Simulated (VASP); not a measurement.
A run of VASP 6.6.1:

Contents of INCAR:

```
ALGO = Normal
EDIFF = 1E-7
EDIFFG = -0.005
ENCUT = 600
GGA = PS
GGA_COMPAT = F
IBRION = 2
ISIF = 3
ISMEAR = -1
LASPH = T
LCHARG = F
LREAL = F
LWAVE = F
NELM = 120
NELMIN = 4
NSW = 80
PREC = Accurate
SIGMA = 0.02
```

The input KPOINTS:

```
k-points
0
Gamma
  6 6 8
```

POSCAR

```
SnO2
1.0
    4.8271899938      0.0000000000      0.0000000000
    0.0000000000      4.8271899938      0.0000000000
    0.0000000000      0.0000000000      3.2381523545
Sn O
2 4
Direct
    0.5000000000      0.5000000000      0.5000000000
    0.0000000000      0.0000000000      0.0000000000
    0.1934234794      0.8065765206      0.5000000000
    0.8065765206      0.1934234794      0.5000000000
    0.3065765206      0.3065765206      0.0000000000
    0.6934234794      0.6934234794      0.0000000000
```

Potentials or basis: VASP PAW PBE potentials, release 64 (Sn_d, O).

The run is started by

```console
$ cat potpaw_PBE.64/Sn_d/POTCAR potpaw_PBE.64/O/POTCAR > POTCAR
$ mpirun -np 1 vasp_std > vasp.out
```

Hardware: 1 thread of Oxide Virtual Turin-like Processor, on a shared host.

**Question.** How long does it take, and how much memory?

**Answer.** It took 13 min on 1 thread of Oxide Virtual Turin-like Processor, on a shared host, peak memory 0.26 GiB. Counts: scf iterations 79, k points 50, ion steps 9.
